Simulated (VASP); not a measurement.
Here is a VASP 6.6.1 calculation.

The input INCAR:

```
ALGO = Fast
EDIFF = 1E-6
ENCUT = 520
GGA = PE
ISIF = 2
ISMEAR = 0
IVDW = 12
LASPH = True
LCHARG = False
LREAL = False
LWAVE = False
NBANDS = 14
NELM = 80
PREC = Accurate
SIGMA = 0.15
```

The input KPOINTS:

```
k-points
0
Gamma
  18 18 18
```

Contents of POSCAR:

```
Bi
1.0
   -1.7452549707      1.7452549707      2.5358554724
    1.7452549707     -1.7452549707      2.5358554724
    1.7452549707      1.7452549707     -2.5358554724
Bi
1
Direct
    0.0000000000      0.0000000000      0.0000000000
```

Potentials or basis: VASP PAW PBE potentials, release 64 (Bi_d).

Run with:

```console
$ cat potpaw_PBE.64/Bi_d/POTCAR > POTCAR
$ mpirun -np 1 vasp_std > vasp.out
```

(1) What does it give for the pressure?

(2) Predict the band gap on the k mesh.

(3) Predict the dispersion energy per atom.

Results:

(1) -1.2 GPa.

(2) zero (an odd number of electrons rules out a gap without spin polarisation).

(3) -0.510 eV.

Caveat: spin-orbit coupling is left out, which moves the levels of the heavy elements.
